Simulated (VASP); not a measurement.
# MoS2 (C2) in VASP: a series of runs

MoS2 is run at these levels: PBEsol+D3(BJ); tasks: single point.

Program: VASP 6.6.1. These are calculated values, not measurements. Logs are shortened: lines on timing, memory, paths and dates and some standing lists are left out, and cuts for length are marked.

**1. The cell of the first run**

The structure is monoclinic, space group C2 (No. 5). Conventional cell: a = 5.334 Å, b = 3.080 Å, c = 6.064 Å, α = 90.00°, β = 107.05°, γ = 90.00°. Within 3.0 Å of Mo (site symmetry 2) lie 6 S at 2.24 to 2.58 Å. S (site symmetry 1) has 3 Mo at 2.24 to 2.58 Å within 3.0 Å.

**2. Single point, PBEsol+D3(BJ) (mode 4 frozen in at -0.160 Å and mode 5 at +0.000 Å (largest displacements))**

Input file INCAR:

```
PREC = Accurate
ENCUT = 520
EDIFF = 1E-7
ISMEAR = 0
SIGMA = 0.15
LREAL = F
LASPH = T
NELM = 100
ALGO = Normal
ISIF = 2
LWAVE = F
LCHARG = T
GGA = PS
IVDW = 12
LELF = T
LVHAR = T
NBANDS = 20
```

Input file KPOINTS:

```
Automatic mesh
0
Gamma
  15 15 15
```

Input file POSCAR:

```
MoS2
1.0
    1.5399048573      0.8890644839      5.7970502989
   -1.5399048573      0.8890644839      5.7970502989
    0.0000000000     -1.7781289678      5.7970502989
Mo S
1 2
Direct
    0.0347171953     -0.0347171953      0.0000000000
    0.7072765068      0.8111790298      0.7592277683
    0.1888209702      0.2927234932      0.2407722317
```

Potentials or basis: VASP PAW PBE potentials, release 64 (Mo_sv, S).

Run with:

```bash
$ cat potpaw_PBE.64/Mo_sv/POTCAR potpaw_PBE.64/S/POTCAR > POTCAR
$ mpirun -np 1 vasp_std > vasp.out
```

OUTCAR:

```text
PREC = Accurate
   ENCUT = 520
   EDIFF = 1E-7
   ISMEAR = 0
   LREAL = F
   LASPH = T
   NELM = 100
   ISIF = 2
   GGA = PS
   IVDW = 12
 IVDW          = 12

 ion  position               nearest neighbor table
   1  0.035  0.965  0.000-   2 2.24   3 2.24   3 2.41   2 2.41   2 2.58   3 2.58
   2  0.707  0.811  0.759-   1 2.24   1 2.41   1 2.58
   3  0.189  0.293  0.241-   1 2.24   1 2.41   1 2.58

  LATTYP: Found a trigonal (rhomboedric) cell.
 ALAT       =     6.0636238995
 COS(alpha) =     0.8710108261

  Lattice vectors:

 A1 = (   1.5399048573,   0.8890644839,   5.7970502989)
 A2 = (  -1.5399048573,   0.8890644839,   5.7970502989)
 A3 = (   0.0000000000,  -1.7781289678,   5.7970502989)

Analysis of symmetry for initial positions (statically):
=====================================================================
 Subroutine PRICEL returns:
 Original cell was already a primitive cell.

 Routine SETGRP: Setting up the symmetry group for a
 trigonal (rhombohedral) supercell.

 Subroutine GETGRP returns: Found  2 space group operations
 (whereof  2 operations were pure point group operations)
 out of a pool of 12 trial point group operations.

The static configuration has the point symmetry C_2 .

Analysis of symmetry for dynamics (positions and initial velocities):
=====================================================================
 Subroutine PRICEL returns:
 Original cell was already a primitive cell.

 Routine SETGRP: Setting up the symmetry group for a
 trigonal (rhombohedral) supercell.

 Subroutine GETGRP returns: Found  2 space group operations
 (whereof  2 operations were pure point group operations)
 out of a pool of 12 trial point group operations.

The dynamic configuration has the point symmetry C_2 .

 Subroutine INISYM returns: Found  2 space group operations
 (whereof  2 operations are pure point group operations),
 and found     1 'primitive' translations

----------------------------------------------------------------------------------------

                                     Primitive cell

  volume of cell :      47.6196

  direct lattice vectors                    reciprocal lattice vectors
     1.539904857  0.889064484  5.797050299     0.324695385  0.187462968  0.057500507
    -1.539904857  0.889064484  5.797050299    -0.324695385  0.187462968  0.057500507
     0.000000000 -1.778128968  5.797050299     0.000000000 -0.374925935  0.057500507

  length of vectors
     6.063623899  6.063623899  6.063623899     0.379309591  0.379309591  0.379309591

  position of ions in fractional coordinates (direct lattice)
     0.034717195  0.965282805  0.000000000
     0.707276507  0.811179030  0.759227768
     0.188820970  0.292723493  0.240772232

  ion indices of the primitive-cell ions
   primitive index   ion index
                 1           1
                 2           2
                 3           3

----------------------------------------------------------------------------------------

 KPOINTS: Automatic mesh

Automatic generation of k-mesh.
 Grid dimensions read from file:
 generate k-points for:   15   15   15

 Generating k-lattice:

  Cartesian coordinates                     Fractional coordinates (reciprocal lattice)
     0.021646359  0.012497531  0.003833367     0.066666667  0.000000000  0.000000000
    -0.021646359  0.012497531  0.003833367     0.000000000  0.066666667  0.000000000
     0.000000000 -0.024995062  0.003833367     0.000000000  0.000000000  0.066666667

  Length of vectors
     0.025287306  0.025287306  0.025287306

  Shift w.r.t. Gamma in fractional coordinates (k-lattice)
     0.000000000  0.000000000  0.000000000

 Subroutine IBZKPT returns following result:
 ===========================================

 Found    904 irreducible k-points:

 Following reciprocal coordinates:
            Coordinates               Weight
  0.000000  0.000000  0.000000      1.000000
  0.066667  0.000000  0.000000      4.000000
  0.000000  0.000000  0.066667      2.000000
  0.133333  0.000000  0.000000      4.000000
  0.000000  0.000000  0.133333      2.000000
  0.200000  0.000000  0.000000      4.000000
[... 16 lines left out ...]
  0.066667  0.000000  0.200000      4.000000
  0.266667  0.066667  0.000000      4.000000
 [... further k-points ...]
   k-points           NKPTS =    904   k-points in BZ     NKDIM =    904   number of bands    NBANDS=     20
   number of dos      NEDOS =    301   number of ions     NIONS =      3
   total plane-waves  NPLWV = 110592
   dimension x,y,z NGX =    48 NGY =   48 NGZ =   48
   dimension x,y,z NGXF=    96 NGYF=   96 NGZF=   96
   ions per type =               1   2
   NGX,Y,Z   is equivalent  to a cutoff of  13.16, 13.16, 13.16 a.u.
   NGXF,Y,Z  is equivalent  to a cutoff of  26.32, 26.32, 26.32 a.u.
 SYSTEM =  unknown system
   PREC   = accura    normal or accurate (medium, high low for compatibility)
   ISTART =      0    job   : 0-new  1-cont  2-samecut
   ICHARG =      2    charge: 1-file 2-atom 10-const
   ISPIN  =      1    spin polarized calculation?
   LNONCOLLINEAR =      F non collinear calculations
   LSORBIT =      F    spin-orbit coupling
   LASPH  =      T    aspherical Exc in radial PAW
   ENCUT  =  520.0 eV  38.22 Ry    6.18 a.u.  11.27 11.27 11.27*2*pi/ulx,y,z
   NELM   =    100;   NELMIN=  2; NELMDL= -5     # of ELM steps
   EDIFF  = 0.1E-06   stopping-criterion for ELM
   LREAL  =      F    real-space projection
   EDIFFG = 0.1E-05   stopping-criterion for IOM
   NSW    =      0    number of steps for IOM
   IBRION =     -1    ionic relax: 0-MD 1-quasi-New 2-CG
   NFREE  =      0    steps in history (QN), initial steepest desc. (CG)
   ISIF   =      2    stress and relaxation
   ISYM   =      2    0-nonsym 1-usesym 2-fastsym
   POTIM  = 0.5000    time-step for ionic-motion
   TEBEG  =    0.0;   TEEND  =   0.0 temperature during run
   PSTRESS=    0.0 pullay stress
   NELECT =      26.0000    total number of electrons
   NUPDOWN=      -1.0000    fix difference up-down
   EMIN   =  10.00;   EMAX   =-10.00  energy-range for DOS
   EFERMI =   0.00;   METHOD = LEGACY
   ISMEAR =     0;   SIGMA  =   0.15  broadening in eV -4-tet -1-fermi 0-gaus
   EFERMI_NEDOS =   21; number of points for ismear=-14 and -15
   IALGO  =     38    algorithm
   IMIX   =      4    mixing-type and parameters
     AMIX     =   0.40;   BMIX     =  1.00
     AMIX_MAG =   1.60;   BMIX_MAG =  1.00
  volume/ion in A,a.u.               =      15.87       107.12
  Fermi-wavevector in a.u.,A,eV,Ry     =   1.338045  2.528539 24.359395  1.790365
  Thomas-Fermi vector in A             =   2.466546
   LORBIT       =      0    0 simple, 1 ext, 2 COOP (PROOUT), +10 PAW based schemes
   GGA     = PS    functional components
   LHFCALC =     F    Hartree Fock is set to
   AEXX    =    0.0000 exact exchange contribution
   IVDW    =    12    specifies the selected vdW correction
   LEPSILON=     F    determine dielectric tensor
   LRPA    =     F    only Hartree local field effects (RPA)
 non-spin polarized calculation
 Gauss-broadening in eV      SIGMA  =   0.15
  energy-cutoff  :      520.00
  volume of cell :       47.62
 maximum number of plane-waves:      1298
 NGX is ok and might be reduce to    48
   NGX = 23   NGY = 23   NGZ = 23

 number of electron      26.0000000 magnetization

 Free energy of the ion-electron system (eV)
  ---------------------------------------------------
  ext. energy  EPLUGINS =         0.00000000
  ---------------------------------------------------
  free energy    TOTEN  =       -22.22348179 eV

  energy without entropy =      -22.21566411  energy(sigma->0) =      -22.21957295

 E-fermi :   9.1733     XC(G=0): -11.7432

 val. band max:        9.1730829797   @ k =   0.4667   0.2667  -0.4000
 cond. band min:       9.1761234944   @ k =   0.4667  -0.1333  -0.4000
 fundamental gap:      0.0030405147
 Fermi energy:         9.1732748926

 k-point     1 :       0.0000    0.0000    0.0000
  band No.  band energies     occupation
      1     -52.2777      2.00000
      2     -26.5374      2.00000
      3     -26.2404      2.00000
      4     -26.1796      2.00000
      5      -6.4366      2.00000
      6      -4.3989      2.00000
[... 12 lines left out ...]
     19      16.4776      0.00000
     20      18.9721      0.00000

 k-point     2 :       0.0667    0.0000    0.0000
  band No.  band energies     occupation
      1     -52.2751      2.00000
      2     -26.5331      2.00000
      3     -26.2598      2.00000
      4     -26.1883      2.00000
      5      -6.3566      2.00000
      6      -4.3802      2.00000
[... 12 lines left out ...]
     19      16.7704      0.00000
     20      18.6430      0.00000

 k-point     3 :       0.0000    0.0000    0.0667
  band No.  band energies     occupation
      1     -52.2751      2.00000
      2     -26.5335      2.00000
      3     -26.2457      2.00000
      4     -26.2021      2.00000
      5      -6.3568      2.00000
      6      -4.3798      2.00000
[... 12 lines left out ...]
     19      16.7295      0.00000
     20      18.5168      0.00000

 k-point     4 :       0.1333    0.0000    0.0000
  band No.  band energies     occupation
      1     -52.2681      2.00000
      2     -26.5211      2.00000
      3     -26.3192      2.00000
      4     -26.2075      2.00000
      5      -6.1231      2.00000
      6      -4.3236      2.00000
[... 429 lines left out ...]
 k-point    23 :       0.0667    0.0000    0.2000
  band No.  band energies     occupation
      1     -52.2616      2.00000
      2     -26.5148      2.00000
      3     -26.3302      2.00000
      4     -26.2641      2.00000
      5      -5.8885      2.00000
      6      -4.2857      2.00000
[... 12 lines left out ...]
     19      17.5957      0.00000
     20      18.2307      0.00000

 k-point    24 :       0.2667    0.0667    0.0000
  band No.  band energies     occupation
      1     -52.2503      2.00000
      2     -26.5033      2.00000
      3     -26.4479      2.00000
      4     -26.2607      2.00000
      5      -5.4692      2.00000
      6      -4.1741      2.00000
[... 12 lines left out ...]
     19      17.5075      0.00000
     20      18.8398      0.00000

 [... further k-points ...]

------------------------ aborting loop because EDIFF is reached ----------------------------------------

 Edisp (eV)   -1.24428

 E8    (eV) :    -0.7820

  FORCE on cell =-STRESS in cart. coord.  units (eV):
  Direction    XX          YY          ZZ          XY          YZ          ZX
  --------------------------------------------------------------------------------------
  -------------------------------------------------------------------------------------
  Total       1.72734     0.30362     1.61151     0.00000     1.15375     0.00000
  in kB      58.11693    10.21531    54.21972     0.00000    38.81840     0.00000
  external pressure =       40.85 kB  Pullay stress =        0.00 kB

 VOLUME and BASIS-vectors are now :
 -----------------------------------------------------------------------------
  energy-cutoff  :      520.00
  volume of cell :       47.62
      direct lattice vectors                 reciprocal lattice vectors
     1.539904857  0.889064484  5.797050299     0.324695385  0.187462968  0.057500507
    -1.539904857  0.889064484  5.797050299    -0.324695385  0.187462968  0.057500507
     0.000000000 -1.778128968  5.797050299     0.000000000 -0.374925935  0.057500507

 POSITION                                       TOTAL-FORCE (eV/Angst)
 -----------------------------------------------------------------------------------
     -1.43298      0.88906      5.79705        -3.148054      0.000000     -0.000000
     -0.16000      0.00000     13.20384         1.574027      0.365942      0.500803
     -0.16000     -0.00000      4.18731         1.574027     -0.365942     -0.500803
 -----------------------------------------------------------------------------------
    total drift:                               -0.000021     -0.000000      0.000000

  FREE ENERGIE OF THE ION-ELECTRON SYSTEM (eV)
  ---------------------------------------------------
  free  energy   TOTEN  =       -23.4677648808 eV

  energy  without entropy=      -23.4599472012  energy(sigma->0) =      -23.46385604
```

It took 18 min on 1 thread of Intel Xeon 6975P-C (Granite Rapids), shared host; peak memory 0.92 GiB.

Results:

| Quantity | Value |
| --- | --- |
| Free energy | -23.4678 eV |
| Pressure | 4.1 GPa |
| Largest force | 3.148 eV/Å |
| Band gap on the k mesh | zero (band 13 reaches 9.44 eV, above the bottom of band 14 at 8.93 eV) |
| Dispersion energy per atom | -0.415 eV |

Forces in eV/Å, atoms in the order of the input:
```
Mo  -3.148  0.000  0.000
S    1.574  0.366  0.501
S    1.574 -0.366 -0.501
```

Caveat: the cell differs from its parent crystal (mode 4 frozen in at -0.160 Å and mode 5 at +0.000 Å (largest displacements)); the PAW data sets were made with another functional, which shifts forces and pressure a little; pairwise dispersion overbinds metals, which lowers pressure and volume.

**3. Single point, PBEsol+D3(BJ) (mode 4 frozen in at -0.107 Å and mode 5 at +0.000 Å (largest displacements))**

Input file INCAR:

```
SYSTEM = MoS2
PREC = Accurate
ENCUT = 520
EDIFF = 1E-7
ISMEAR = 0
SIGMA = 0.15
LREAL = .False.
LASPH = .True.
NELM = 100
ALGO = Normal
ISIF = 2
LWAVE = .False.
LCHARG = .False.
GGA = PS
IVDW = 12
NBANDS = 20
```

Input file KPOINTS:

```
regular mesh
0
Gamma
  15 15 15
  0 0 0
```

Input file POSCAR:

```
MoS2
1.0
    1.5399048573      0.8890644839      5.7970502989
   -1.5399048573      0.8890644839      5.7970502989
    0.0000000000     -1.7781289678      5.7970502989
Mo S
1 2
Direct
    0.0231520296     -0.0231520296      0.0000000000
    0.7245827708      0.7938727658      0.7592277683
    0.2061272342      0.2754172292      0.2407722317
```

Potentials or basis: VASP PAW PBE potentials, release 64 (Mo_sv, S).

Run with:

```bash
$ cat potpaw_PBE.64/Mo_sv/POTCAR potpaw_PBE.64/S/POTCAR > POTCAR
$ mpirun -np 1 vasp_std > vasp.out
```

It took 44 min on 1 thread of Oxide Virtual Turin-like, shared host; peak memory 0.89 GiB.

The run converged. Its results:

* Free energy: -23.6914 eV
* Pressure: 1.8 GPa
* Largest force: 1.900 eV/Å
* Band gap on the k mesh: zero (band 13 reaches 9.43 eV, above the bottom of band 14 at 8.96 eV)
* Dispersion energy per atom: -0.415 eV

Forces in eV/Å, atoms in the order of the input:
```
Mo  -1.900  0.000  0.000
S    0.950  0.163  0.192
S    0.950 -0.163 -0.192
```

Stress tensor (GPa, compression positive):
```
3.02 0.00 0.00
0.00 0.35 1.71
0.00 1.71 2.14
```

Levels at points of the mesh, in eV from the Fermi level:
| k point | band 11 | band 12 | band 13 | band 14 | band 15 | band 16 |
| --- | --- | --- | --- | --- | --- | --- |
| (0.00, 0.00, 0.00) | -1.21 | -1.09 | -1.03 | 0.71 | 0.78 | 3.06 |

Caveat: the cell differs from its parent crystal (mode 4 frozen in at -0.107 Å and mode 5 at +0.000 Å (largest displacements)); the PAW data sets were made with another functional, which shifts forces and pressure a little; pairwise dispersion overbinds metals, which lowers pressure and volume.
